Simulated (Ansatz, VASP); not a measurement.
## ZnSn4N in VASP and in Ansatz

```
Zn Sn N
1.0
     0.00000    4.26308    4.26308
     4.26308    0.00000    4.26308
     4.26308    4.26308    0.00000
Zn Sn N
1 4 1
Direct
  0.75000 0.75000 0.75000
  0.87591 0.37470 0.37470
  0.37470 0.37470 0.37470
  0.37470 0.87591 0.37470
  0.37470 0.37470 0.87591
  0.00000 0.00000 0.00000
```

Change from the starting cell: species swapped into the CeYNi4 type (F-43m, No. 216).

Alike in both runs: functional PBE; k mesh 4 × 4 × 4; occupations gaussian, width 0.1 eV; no spin polarisation.

Ansatz relaxed the structure, and its values are those at the end. VASP's run is a single point on that final structure, the one shown.

```csv
,VASP,Ansatz
version,VASP 6.6.1,Ansatz 0.2.0
potentials or method,"VASP PAW PBE potentials, release 64 (Zn, Sn_d, N), cutoff 520 eV","scalar-relativistic, plane waves, PAW"
valence electrons in the cell,73,73
```

VASP gave:

| Quantity | Value |
| --- | --- |
| gap on the k mesh at the Fermi level (eV) | none |
| pressure (GPa) | 0.2 |
| rms of the force components (eV/Å) | 0.022 |

What did Ansatz give for the same quantities?

gap on the k mesh at the Fermi level (eV): none; pressure (GPa): 0.3; rms of the force components (eV/Å): 0.022.

A gap of «none» marks a metal or a gap that the smearing closes. The functional is the same, so the differences come from potentials, cutoffs and numerics.
